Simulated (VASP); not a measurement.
A run of VASP 6.6.1 is set up as follows.

INCAR

```
PREC = Accurate
ENCUT = 520
EDIFF = 1E-7
ISMEAR = 0
SIGMA = 0.15
LREAL = F
LASPH = T
NELM = 60
ALGO = Normal
ISIF = 2
LWAVE = F
LCHARG = F
GGA = PE
NBANDS = 15
```

KPOINTS

```
Automatic mesh
0
Gamma
  18 18 18
```

Contents of POSCAR:

```
TaN
1.0
    0.0000000000      2.2081122570      2.2081122570
    2.2081122570      0.0000000000      2.2081122570
    2.2081122570      2.2081122570      0.0000000000
Ta N
1 1
Direct
    0.5000000000      0.5000000000      0.5000000000
    0.0000000000      0.0000000000      0.0000000000
```

Potentials or basis: VASP PAW PBE potentials, release 64 (Ta_pv, N).

Run with:

```console
$ cat potpaw_PBE.64/Ta_pv/POTCAR potpaw_PBE.64/N/POTCAR > POTCAR
$ mpirun -np 1 vasp_std > vasp.out
```

Problem. Predict the band gap on the k mesh.

Solution. Zero (band 8 reaches 11.27 eV, above the bottom of band 9 at 7.33 eV).

Problem. What does it give for the pressure?

Solution. 1.0 GPa.

Caveat: spin-orbit coupling is left out, which moves the levels of the heavy elements.
